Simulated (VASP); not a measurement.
## Si8NO14 (a cell with a defect): single point with LDA

System: Si8NO14 (a cell with a defect).

```
Si O N
1.0
    -4.16930   -4.16930    0.00000
     4.16930   -4.16930    0.00000
     0.00000    0.00000    5.33040
Si O N
8 14 1
Direct
  0.50000 0.49926 0.99957
  0.00000 0.51310 0.25000
  0.50000 0.49926 0.50043
  0.00000 0.46621 0.75000
  0.00000 0.01309 0.00492
  0.50000 0.99208 0.25000
  0.00000 0.01309 0.49508
  0.50000 0.99683 0.75000
  0.19302 0.51045 0.99835
  0.00000 0.20481 0.25000
  0.80698 0.51045 0.99835
  0.00000 0.81402 0.25000
  0.19302 0.51045 0.50165
  0.80698 0.51045 0.50165
  0.69348 0.99236 0.00110
  0.50000 0.68956 0.25000
  0.30652 0.99236 0.00110
  0.50000 0.30305 0.25000
  0.69348 0.99236 0.49890
  0.50000 0.69205 0.75000
  0.30652 0.99236 0.49890
  0.50000 0.30400 0.75000
  0.00000 0.18083 0.75000
```

| Item | Value |
| --- | --- |
| Program | VASP 6.6.1 |
| Task | single point |
| Functional | LDA |
| Potentials or basis | VASP PAW LDA potentials, release 64 (Si, O, N) |
| Cutoff | 520 eV |
| k mesh | 2 × 2 × 2 |
| Occupations | gaussian, width 0.05 eV |
| Spin | collinear spin, ferromagnetic start |
| Starting moments | [0.0, 0.0, 0.0, 0.0, 0.0, 0.0, 0.0, 0.0, 0.0, 0.0, 0.0, 0.0, 0.0, 0.0, 0.0, 0.0, 0.0, 0.0, 0.0, 0.0, 0.0, 0.0, 1.0] μB |
| Dipole correction | no |
| Further INCAR settings | LREAL = Auto; ALGO = Normal; EDIFF = 1e-07; NBANDS = 82 |

```json
{"Pressure": "2.2 GPa", "Largest force": "0.052 eV/Å", "Net moment": "0.00 μB per cell", "Valence electrons inside the program's atomic spheres": "Si 1.49, 1.56, 1.51, 1.48 (each value once); O 5.20, 5.23, 5.21, 5.24, 5.19 (each value once); N 4.03"}
```

Forces on the atoms (eV/Å):
```
Si  -0.001  0.001 -0.012
Si   0.001 -0.001  0.000
Si  -0.001  0.001  0.012
Si   0.000  0.000  0.000
Si  -0.009  0.009 -0.051
Si  -0.001  0.001  0.000
Si  -0.009  0.009  0.051
Si   0.001 -0.001  0.000
O   -0.016 -0.024 -0.001
O    0.037 -0.037  0.000
O    0.024  0.016 -0.001
O   -0.023  0.023  0.000
O   -0.016 -0.024  0.001
O    0.024  0.016  0.001
O   -0.027 -0.029 -0.001
O    0.024 -0.024  0.000
O    0.029  0.027 -0.001
O   -0.032  0.032  0.000
O   -0.027 -0.029  0.001
O    0.023 -0.023  0.000
O    0.029  0.027  0.001
O   -0.023  0.023  0.000
N   -0.005  0.005  0.000
```

Stress tensor (GPa, compression positive):
```
 1.93 -1.91  0.00
-1.91  1.93  0.00
 0.00  0.00  2.70
```

Levels at points of the mesh, in eV from the Fermi level:
Spin up:
| k point | band 57 | band 58 | band 59 | band 60 | band 61 | band 62 | band 63 | band 64 |
| --- | --- | --- | --- | --- | --- | --- | --- | --- |
| (0.00, 0.00, 0.00) | -3.92 | -3.84 | -3.20 | -1.92 | -0.71 | 3.21 | 3.62 | 3.73 |
| (0.50, 0.00, 0.00) | -4.24 | -3.95 | -3.57 | -2.54 | -0.13 | 3.42 | 4.03 | 4.39 |
| (0.00, 0.50, 0.00) | -4.28 | -3.74 | -3.49 | -2.10 | -0.46 | 2.67 | 3.62 | 4.18 |
| (0.50, 0.50, 0.00) | -4.00 | -3.86 | -3.81 | -2.30 | -0.23 | 3.03 | 4.35 | 4.79 |
| (0.00, 0.00, 0.50) | -4.14 | -3.83 | -3.46 | -2.05 | 0.21 | 2.21 | 3.87 | 5.07 |
| (0.50, 0.00, 0.50) | -3.64 | -3.60 | -3.60 | -2.30 | 0.31 | 2.95 | 4.17 | 5.23 |
| (0.00, 0.50, 0.50) | -3.69 | -3.61 | -3.53 | -1.95 | 0.13 | 2.17 | 3.60 | 5.26 |
| (0.50, 0.50, 0.50) | -4.12 | -4.06 | -3.89 | -2.34 | 0.40 | 2.83 | 3.64 | 6.23 |
Spin down:
```csv
k point,band 58,band 59,band 60,band 61,band 62,band 63
"(0.00, 0.00, 0.00)",-3.84,-3.20,-1.92,-0.71,3.21,3.62
"(0.50, 0.00, 0.00)",-3.95,-3.57,-2.54,-0.13,3.42,4.03
"(0.00, 0.50, 0.00)",-3.74,-3.49,-2.10,-0.46,2.67,3.62
"(0.50, 0.50, 0.00)",-3.86,-3.81,-2.30,-0.23,3.03,4.35
"(0.00, 0.00, 0.50)",-3.83,-3.46,-2.05,0.21,2.21,3.87
"(0.50, 0.00, 0.50)",-3.60,-3.60,-2.30,0.31,2.95,4.17
"(0.00, 0.50, 0.50)",-3.61,-3.53,-1.95,0.13,2.17,3.60
"(0.50, 0.50, 0.50)",-4.06,-3.89,-2.34,0.40,2.83,3.64
```

Run time: 12 min on 1 thread of Oxide Virtual Turin-like Processor, with other jobs on the host, peak memory 0.3 GiB.

Caveat: the k points lie up to 0.59 Å⁻¹ apart.
